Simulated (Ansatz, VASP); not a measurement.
**Two plane-wave programs on Al2RuN3**

Contents of INCAR:

```
ALGO     = Normal         # electronic algorithm
EDIFF    = 1E-6           # SCF threshold, eV
ENCUT    = 520            # plane-wave cutoff, eV
GGA      = PE             # functional
ISIF     = 2              # what is computed and relaxed
ISMEAR   = 0              # smearing method
ISPIN    = 2              # spin polarisation
LASPH    = True           # aspherical terms in the spheres
LCHARG   = True           # write CHGCAR
LELF     = True           # ELF
LMAXMIX  = 4              # l up to which the mixer works
LORBIT   = 11             # projections on sites
LREAL    = False          # projectors in reciprocal space
LVHAR    = True         
LWAVE    = False          # write WAVECAR
MAGMOM   = 0 0 1 0 0 0    # initial moments
NBANDS   = 30             # bands
NELM     = 150            # most SCF steps
PREC     = Accurate       # precision mode
SIGMA    = 0.1            # smearing width, eV
```

File KPOINTS:

```
k-points
0
Gamma
  6 6 6
```

Contents of POSCAR:

```
Al2RuN3
1.0
    5.1773175600      0.0000000000      0.0000000000
   -2.5886587800      4.4836885300      0.0000000000
    0.0000000000      0.0000000000      3.1940127500
Al Ru N
2 1 3
Direct
    0.3333333300      0.6666666700      0.5000000000
    0.6666666700      0.3333333300      0.5000000000
    0.0000000000      0.0000000000      0.5000000000
    0.5000000000      0.0000000000      0.5000000000
    0.0000000000      0.5000000000      0.5000000000
    0.5000000000      0.5000000000      0.5000000000
```

Input for Ansatz:

```yaml
crystal:
  lattice:
    - [5.17731756, 0.0, 0.0]
    - [-2.58865878, 4.48368853, 0.0]
    - [0.0, 0.0, 3.19401275]
  atoms:
    - { symbol: Al, position: [0.33333333, 0.66666667, 0.5] }
    - { symbol: Al, position: [0.66666667, 0.33333333, 0.5] }
    - { symbol: Ru, position: [0.0, 0.0, 0.5], spin: 1.0 }
    - { symbol: "N", position: [0.5, 0.0, 0.5] }
    - { symbol: "N", position: [0.0, 0.5, 0.5] }
    - { symbol: "N", position: [0.5, 0.5, 0.5] }
basis:
  ecutwfc: 420
kpoints:
  mp_grid: { grid: [6, 6, 6] }
hamiltonian:
  xc: pbe
scf:
  occupations: { method: gaussian, width: 0.1 }
  lower_state_search: "off"
output:
  forces: true
  stress: true
  eigenvalues: true
  populations: true
magnetization:
  spin_polarized: true
```

Alike in both runs: task single point; functional PBE; k mesh 6 × 6 × 6; occupations gaussian, width 0.1 eV; collinear spin.

|  | VASP | Ansatz |
| --- | --- | --- |
| version | VASP 6.6.1 | Ansatz 0.2.0 |
| potentials or method | VASP PAW PBE potentials, release 64 (Al, Ru_pv, N), cutoff 520 eV | scalar-relativistic, plane waves, PAW |
| valence electrons in the cell | 35 | 37 |

```csv
,VASP,Ansatz,Ansatz less VASP
gap on the k mesh at the Fermi level (eV),none,none,-
net moment per atom (μB),0.42,0.42,0.000
size of the moment on the site where the two differ most (μB),2.21,2.07,-0.138
```

Site moments also hang on the region over which each program counts them. A gap of «none» marks a metal or a gap that the smearing closes. VASP's potentials hold 35 valence electrons a cell and Ansatz's 37, so a difference there can come from the potentials and not from the codes.
